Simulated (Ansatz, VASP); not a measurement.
**GaN in VASP and in Ansatz**

```
CELL_PARAMETERS angstrom
-0.01001 2.28531 2.29012
2.22238 0.00971 2.27040
2.24139 2.28459 -0.00929
ATOMIC_POSITIONS crystal
Ga 0.98769 0.96717 0.01170
N 0.75248 0.70351 0.76848
```

Alike in both runs: task single point; functional PBEsol; k mesh 6 × 6 × 6; no spin polarisation.

|  | VASP | Ansatz |
| --- | --- | --- |
| version | VASP 6.6.1 | Ansatz 0.2.0 |
| potentials or method | VASP PAW PBE potentials, release 64 (Ga_d, N), cutoff 520 eV | plane waves, PAW |
| occupations | gaussian, width 0.01 eV | fixed |
| valence electrons in the cell | 18 | 18 |

Ansatz gave:

- pressure (GPa): -3.9
- traceless stress, the component that is largest in VASP (GPa): 4.74
- rms of the force components (eV/Å): 0.403

Problem. Which values does VASP return?

Solution. Pressure (GPa): -4.0; traceless stress, the component that is largest in VASP (GPa): 4.67; rms of the force components (eV/Å): 0.396.

VASP's potentials were made for PBE, not for PBEsol. Atom by atom the forces differ by 0.007 eV/Å (rms over components). Ansatz's warnings: stress scf threshold loose.
